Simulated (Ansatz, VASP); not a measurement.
## Ag in VASP and in Ansatz

File INCAR:

```
SYSTEM = Ag
PREC = Accurate
ENCUT = 520
EDIFF = 1E-7
ISMEAR = 0
SIGMA = 0.15
LREAL = .FALSE.
LASPH = .TRUE.
NELM = 100
ALGO = Normal
ISIF = 2
LWAVE = .FALSE.
LCHARG = .FALSE.
GGA = PS
NBANDS = 12
```

The input KPOINTS:

```
regular mesh
0
G
  20 20 20
  0 0 0
```

Contents of POSCAR:

```
Ag
1.0
    0.0000000000      2.0431000000      1.9613760000
    2.0431000000      0.0000000000      1.9613760000
    2.0431000000      2.0431000000      0.0000000000
Ag
1
Direct
    0.0000000000      0.0000000000      0.0000000000
```

Input for Ansatz:

```yaml
crystal:
  lattice:
    - [0.0, 2.0431, 1.961376]
    - [2.0431, 0.0, 1.961376]
    - [2.0431, 2.0431, 0.0]
  atoms:
    - { symbol: Ag, position: [0.0, 0.0, 0.0] }
basis:
  ecutwfc: 420
kpoints:
  mp_grid: { grid: [20, 20, 20] }
hamiltonian:
  xc: pbesol
scf:
  occupations: { method: gaussian, width: 0.15 }
output:
  forces: true
  stress: true
  eigenvalues: true
```

Change from the starting cell: strain +0.000 along x and y, -0.040 along z, atoms carried along.

Alike in both runs: task single point; functional PBEsol; k mesh 20 × 20 × 20; occupations gaussian, width 0.15 eV; no spin polarisation.

|  | VASP | Ansatz |
| --- | --- | --- |
| version | VASP 6.6.1 | Ansatz 0.2.0 |
| potentials or method | VASP PAW PBE potentials, release 64 (Ag), cutoff 520 eV | scalar-relativistic, plane waves, PAW |
| valence electrons in the cell | 11 | 19 |

Ansatz gave:

```
gap on the k mesh at the Fermi level (eV)                     : none
pressure (GPa)                                                : 2.2
traceless stress, the component that is largest in VASP (GPa) : 1.08
```

Q: Which values does VASP return?

A: gap on the k mesh at the Fermi level (eV): none; pressure (GPa): 2.0; traceless stress, the component that is largest in VASP (GPa): 1.07.

VASP's potentials were made for PBE, not for PBEsol. A gap of «none» marks a metal or a gap that the smearing closes. With one functional, cell and mesh, what is left measures potentials, basis and numerics. VASP's potentials hold 11 valence electrons a cell and Ansatz's 19, so a difference there can come from the potentials and not from the codes.
